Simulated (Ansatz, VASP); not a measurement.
## CaSe: VASP beside Ansatz

```
Ca Se
1.0
     0.00000    2.95600    2.95600
     2.95600    0.00000    2.95600
     2.95600    2.95600    0.00000
Ca Se
1 1
Direct
  0.00000 0.00000 0.00000
  0.50000 0.50000 0.50000
```

Alike in both runs: task single point; functional PBE; k mesh 4 × 4 × 4; occupations fermi-dirac, width 0.02 eV; no spin polarisation.

|  | VASP | Ansatz |
| --- | --- | --- |
| version | VASP 6.6.1 | Ansatz 0.2.0 |
| potentials or method | VASP PAW PBE potentials, release 64 (Ca_sv, Se), cutoff 520 eV | all-electron LAPW, scalar-relativistic |

```csv
,VASP,Ansatz,Ansatz less VASP
gap on the k mesh at the Fermi level (eV),2.01,2.02,+0.010
pressure (GPa),1.5,1.3,-0.18
```

Ansatz ran all-electron here, and VASP with PAW potentials.

The k mesh is coarse, so the values compare programs but aren't converged.
